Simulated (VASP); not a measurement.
Input of a VASP 6.6.1 run:

The input POSCAR:

```
Sb
1.0
    2.1107702111      1.2186537496      3.9141654171
   -2.1107702111      1.2186537496      3.9141654171
    0.0000000000     -2.4373074991      3.9141654171
Sb
2
Direct
    0.2275400000      0.2275400000      0.2275400000
    0.7724600000      0.7724600000      0.7724600000
```

Contents of INCAR.step1:

```
PREC     = Accurate       # precision mode
ENCUT    = 550            # plane-wave cutoff, eV
ISMEAR   = 0              # smearing method
SIGMA    = 0.05           # smearing width, eV
LREAL    = False          # projectors in reciprocal space
LASPH    = True           # aspherical terms in the spheres
NELM     = 120            # most SCF steps
GGA      = PE             # functional
ALGO     = Normal         # electronic algorithm
EDIFF    = 1E-5           # SCF threshold, eV
LWAVE    = True           # write WAVECAR
LCHARG   = False          # write CHGCAR
GGA_COMPAT= False        
IBRION   = 2              # ionic algorithm
ISIF     = 3              # what is computed and relaxed
EDIFFG   = -0.005         # ionic threshold
NELMIN   = 4            
NSW      = 100            # ionic steps
```

File INCAR.step2:

```
PREC     = Accurate       # precision mode
ENCUT    = 550            # plane-wave cutoff, eV
EDIFF    = 1E-7           # SCF threshold, eV
ISMEAR   = 0              # smearing method
SIGMA    = 0.05           # smearing width, eV
LREAL    = False          # projectors in reciprocal space
LASPH    = True           # aspherical terms in the spheres
NELM     = 120            # most SCF steps
ALGO     = Normal         # electronic algorithm
ISIF     = 4              # what is computed and relaxed
LWAVE    = False          # write WAVECAR
LCHARG   = False          # write CHGCAR
METAGGA  = R2SCAN         # meta-GGA
LMIXTAU  = True         
IBRION   = 2              # ionic algorithm
NSW      = 60             # ionic steps
EDIFFG   = -0.02          # ionic threshold
ISTART   = 1            
GGA_COMPAT= False        
NELMIN   = 4
```

KPOINTS

```
Automatic mesh
0
Gamma
  10 10 10
```

Potentials or basis: VASP PAW PBE potentials, release 64 (Sb_d_GW).

Launch:

```bash
$ cat potpaw_PBE.64/Sb_d_GW/POTCAR > POTCAR
$ cp INCAR.step1 INCAR
$ mpirun -np 1 vasp_std > vasp.out
$ cp INCAR.step2 INCAR
$ mpirun -np 1 vasp_std > vasp.out
```

(1) What does it give for the band gap on the k mesh?

## Answers

(1) zero (bands 15 and 16 overlap by 0.09 eV).

Caveat: spin-orbit coupling is left out, which moves the levels of the heavy elements.
